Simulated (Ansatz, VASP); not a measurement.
## NaCl: VASP beside Ansatz

POSCAR

```
NaCl
1.0
    3.4595453127      0.0000000000      0.0000000000
    0.0000000000      3.4595453127      0.0000000000
    0.0000000000      0.0000000000      3.4595453127
Na Cl
1 1
Direct
    0.0000000000      0.0000000000      0.0000000000
    0.5000000000      0.5000000000      0.5000000000
```

Contents of INCAR.step1:

```
SYSTEM = NaCl
PREC = Accurate
ENCUT = 520
ISMEAR = 0
SIGMA = 0.01
LREAL = .False.
LASPH = .True.
NELM = 80
NBANDS = 14
GGA = PE
ALGO = Normal
EDIFF = 1E-4
LWAVE = .True.
LCHARG = .False.
```

File INCAR.step2:

```
SYSTEM = NaCl
PREC = Accurate
ENCUT = 520
EDIFF = 1E-7
ISMEAR = 0
SIGMA = 0.01
LREAL = .False.
LASPH = .True.
NELM = 80
ALGO = Normal
ISIF = 2
LWAVE = .False.
LCHARG = .False.
METAGGA = R2SCAN
LMIXTAU = .True.
NBANDS = 14
ISTART = 1
```

KPOINTS

```
Automatic mesh
0
Gamma
  8 8 8
  0 0 0
```

Input for Ansatz:

```yaml
crystal:
  lattice:
    - [3.4595453127, 0.0, 0.0]
    - [0.0, 3.4595453127, 0.0]
    - [0.0, 0.0, 3.4595453127]
  atoms:
    - { symbol: Na, position: [0.0, 0.0, 0.0] }
    - { symbol: Cl, position: [0.5, 0.5, 0.5] }
kpoints:
  mp_grid: { grid: [8, 8, 8] }
  band_path:
    path:
      - [0.0, 0.0, 0.0]
      - [0.0, 0.5, 0.0]
      - [0.5, 0.5, 0.0]
      - [0.5, 0.5, 0.5]
      - [0.0, 0.5, 0.5]
    npoints: 1
hamiltonian:
  xc: r2scan
scf:
  occupations: { method: fixed }
  n_extra_bands: 4
output:
  forces: true
  stress: true
  eigenvalues: true
```

Alike in both runs: task single point; functional r2SCAN; k mesh 8 × 8 × 8; no spin polarisation.

|  | VASP | Ansatz |
| --- | --- | --- |
| version | VASP 6.6.1 | Ansatz 0.2.0 |
| potentials or method | VASP PAW PBE potentials, release 64 (Na_pv, Cl) | plane waves, PAW |
| plane-wave cutoff (eV) | 520 | 500 |
| occupations | gaussian, width 0.01 eV | fixed |
| valence electrons in the cell | 14 | 16 |

|  | VASP | Ansatz | Ansatz less VASP |
| --- | --- | --- | --- |
| gap on the k mesh at the Fermi level (eV) | 4.95 | 4.92 | -0.035 |
| pressure (GPa) | -0.3 | 0.0 | +0.30 |

VASP's potentials were made for PBE, not for r2SCAN. VASP's potentials hold 14 valence electrons a cell and Ansatz's 16, so a difference there can come from the potentials and not from the codes.
